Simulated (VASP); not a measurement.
A run of VASP 6.6.1 is set up as follows.

Contents of INCAR:

```
ALGO = Normal
EDIFF = 1E-7
ENCUT = 520
GGA = PE
ISIF = 2
ISMEAR = -1
LASPH = True
LCHARG = False
LREAL = False
LWAVE = False
NBANDS = 15
NELM = 60
PREC = Accurate
SIGMA = 0.05
```

The input KPOINTS:

```
k-points
0
Gamma
  9 9 9
```

The input POSCAR:

```
TiC
1.0
    0.0000000000      2.1657188437      2.2523475974
    2.1657188437      0.0000000000      2.2523475974
    2.1657188437      2.1657188437      0.0000000000
Ti C
1 1
Direct
    0.0000000000      0.0000000000      0.0000000000
    0.5000000000      0.5000000000      0.5000000000
```

Potentials or basis: VASP PAW PBE potentials, release 64 (Ti_sv, C).

The run is started by

```console
$ cat potpaw_PBE.64/Ti_sv/POTCAR potpaw_PBE.64/C/POTCAR > POTCAR
$ mpirun -np 1 vasp_std > vasp.out
```

Problem. What does it give for the band gap on the k mesh?

Solution. Zero (band 8 reaches 9.73 eV, above the bottom of band 9 at 8.50 eV).

Problem. Estimate the pressure.

Solution. -7.9 GPa.

Stress tensor (GPa, compression positive):
```
 -3.95   0.00   0.00
  0.00  -3.95   0.00
  0.00   0.00 -15.90
```
